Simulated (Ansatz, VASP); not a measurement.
One calculation of SbO6, two programs

```
Sb O
1.0
    -2.78906    2.78906    2.78906
     2.78906   -2.78906    2.78906
     2.78906    2.78906   -2.78906
Sb O
1 6
Direct
  0.00000 0.00000 0.00000
  0.50000 0.75000 0.25000
  0.50000 0.25000 0.75000
  0.25000 0.50000 0.75000
  0.75000 0.50000 0.25000
  0.75000 0.25000 0.50000
  0.25000 0.75000 0.50000
```

Alike in both runs: task single point; functional PBE; k mesh 4 × 4 × 4; occupations gaussian, width 0.1 eV; no spin polarisation.

|  | VASP | Ansatz |
| --- | --- | --- |
| version | VASP 6.6.1 | Ansatz 0.2.0 |
| potentials or method | VASP PAW PBE potentials, release 64 (Sb, O), cutoff 520 eV | scalar-relativistic, plane waves, PAW |
| valence electrons in the cell | 41 | 51 |

VASP gave:

| Item | Value |
| --- | --- |
| gap on the k mesh at the Fermi level (eV) | none |
| pressure (GPa) | -4.9 |

Task: Estimate Ansatz's values.

Result: gap on the k mesh at the Fermi level (eV): none; pressure (GPa): -4.6.

A gap of «none» marks a metal or a gap that the smearing closes. VASP's potentials hold 41 valence electrons a cell and Ansatz's 51, so a difference there can come from the potentials and not from the codes.

The k mesh is coarse, so the values compare programs but aren't converged. Spin-orbit coupling is off throughout.
